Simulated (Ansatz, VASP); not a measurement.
# Two plane-wave programs on SrO

The input INCAR:

```
SYSTEM = SrO
PREC = Accurate
ENCUT = 600
EDIFF = 1E-7
ISMEAR = 0
SIGMA = 0.1
LREAL = .FALSE.
LASPH = .TRUE.
NELM = 100
ALGO = Fast
ISIF = 3
LWAVE = .FALSE.
LCHARG = .FALSE.
GGA = PE
IBRION = 2
NSW = 100
EDIFFG = -0.01
```

Contents of KPOINTS:

```
regular mesh
0
G
  12 12 8
  0 0 0
```

Contents of POSCAR:

```
SrO
1.0
    3.9426612778      0.0000000000      0.0000000000
   -1.9713306389      3.4144448251      0.0000000000
    0.0000000000      0.0000000000      7.2129608148
Sr O
2 2
Direct
    0.0000000000      0.0000000000      0.8054037918
    0.0000000000      0.0000000000      0.1945962082
    0.3333333333      0.6666666667      0.0000000000
    0.6666666667      0.3333333333      0.0000000000
```

Input for Ansatz:

```yaml
crystal:
  lattice:
    - [3.9426612778, 0.0, 0.0]
    - [-1.9713306389, 3.4144448251, 0.0]
    - [0.0, 0.0, 7.2129608148]
  atoms:
    - { symbol: Sr, position: [0.0, 0.0, 0.8054037918] }
    - { symbol: Sr, position: [0.0, 0.0, 0.1945962082] }
    - { symbol: O, position: [0.3333333333, 0.6666666667, 0.0] }
    - { symbol: O, position: [0.6666666667, 0.3333333333, 0.0] }
basis:
  ecutwfc: 420
kpoints:
  mp_grid: { grid: [12, 12, 8] }
hamiltonian:
  xc: pbe
scf:
  occupations: { method: gaussian, width: 0.1 }
output:
  forces: true
  stress: true
  eigenvalues: true
  write_density: true
  write_potential: true
  elf: true
  volumetric_format: npy
relax:
  adjacent_minimum: "off"
  f_tol: 0.01
  max_steps: 80
  cell: { stress_tol: 0.05 }
```

Alike in both runs: task relaxation of cell and atoms; functional PBE; k mesh 12 × 12 × 8; occupations gaussian, width 0.1 eV; no spin polarisation.

```csv
,VASP,Ansatz
version,VASP 6.6.1,Ansatz 0.2.0
potentials or method,"VASP PAW PBE potentials, release 64 (Sr_sv, O), cutoff 600 eV","scalar-relativistic, plane waves, PAW"
valence electrons in the cell,32,32
```

|  | VASP | Ansatz | Ansatz less VASP |
| --- | --- | --- | --- |
| gap on the k mesh at the Fermi level, each at its own relaxed structure (eV) | none | none | - |
| relaxed volume (Å³/atom) | 24.32 | 24.28 | -0.041 |
| relaxed length of the cell vector where the two differ most in proportion (Å) | 3.946 | 3.943 | -0.0036 |

A gap of «none» marks a metal or a gap that the smearing closes.
